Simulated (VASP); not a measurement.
Input of a VASP 6.6.1 run:

File INCAR:

```
SYSTEM = Mo
ALGO = Normal
EDIFF = 1E-6
ENCUT = 500
GGA = PE
GGA_COMPAT = .False.
ISIF = 2
ISMEAR = 0
LASPH = .True.
LCHARG = .False.
LREAL = .False.
LWAVE = .False.
NBANDS = 13
NELM = 120
PREC = Accurate
SIGMA = 0.1
```

KPOINTS

```
k-points
0
Gamma
  20 20 20
  0 0 0
```

POSCAR

```
Mo
1.0
   -1.5124287606      1.5124287606      1.5124287606
    1.5124287606     -1.5124287606      1.5124287606
    1.5124287606      1.5124287606     -1.5124287606
Mo
1
Direct
    0.0000000000      0.0000000000      0.0000000000
```

Potentials or basis: VASP PAW PBE potentials, release 64 (Mo_sv).

Launch:

```sh
$ cat potpaw_PBE.64/Mo_sv/POTCAR > POTCAR
$ mpirun -np 1 vasp_std > vasp.out
```

Q: Predict the band gap on the k mesh.

A: Zero (band 7 reaches 19.38 eV, above the bottom of band 8 at 13.03 eV).

Q: Estimate the pressure.

A: 45.9 GPa.
